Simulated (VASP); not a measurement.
Crystal: MoPd.

```
Mo Pd
1.0
     2.79390    0.00000    0.00000
    -1.39695    2.41958    0.00000
     0.00000    0.00000    4.56637
Mo Pd
1 1
Direct
  0.66667 0.33333 0.50000
  0.33333 0.66667 0.00000
```

```yaml
Program: VASP 6.6.1
Task: relaxation of volume and atoms at fixed shape
Functional: LDA
Potentials_or_basis: VASP PAW LDA potentials, release 64 (Mo_sv, Pd)
Cutoff: 600 eV
k_mesh: 8 × 8 × 5
Occupations: fermi-dirac, width 0.1 eV
Spin: no spin polarisation
```

At the start: pressure -14.5 GPa; volume 15.43 Å³/atom.

Task: Where does the relaxation end?

Result: Over 4 steps the energy falls by 45.4 meV/atom and the volume is 14.50 Å³/atom (-6.0 %); space group P-6m2 (No. 187, to 0.1 Å) before and after.

Step by step:
| step | energy change (eV) | largest force (eV/Å) | pressure (GPa) | volume (Å³) |
| --- | --- | --- | --- | --- |
| 1 | 0.0000 | 0.0000 | -14.52 | 30.87 |
| 2 | 0.5063 | 0.0000 | 55.53 | 25.03 |
| 3 | -0.0905 | 0.0000 | -0.90 | 29.08 |
| 4 | -0.0907 | 0.0000 | -0.18 | 29.01 |

Final structure:
```yaml
crystal:
  lattice:
    - [2.73651, 0.00000, 0.00000]
    - [-1.36825, 2.36989, 0.00000]
    - [0.00000, 0.00000, 4.47258]
  atoms:
    - { symbol: Mo, position: [0.66667, 0.33333, 0.50000] }
    - { symbol: Pd, position: [0.33333, 0.66667, 0.00000] }
```
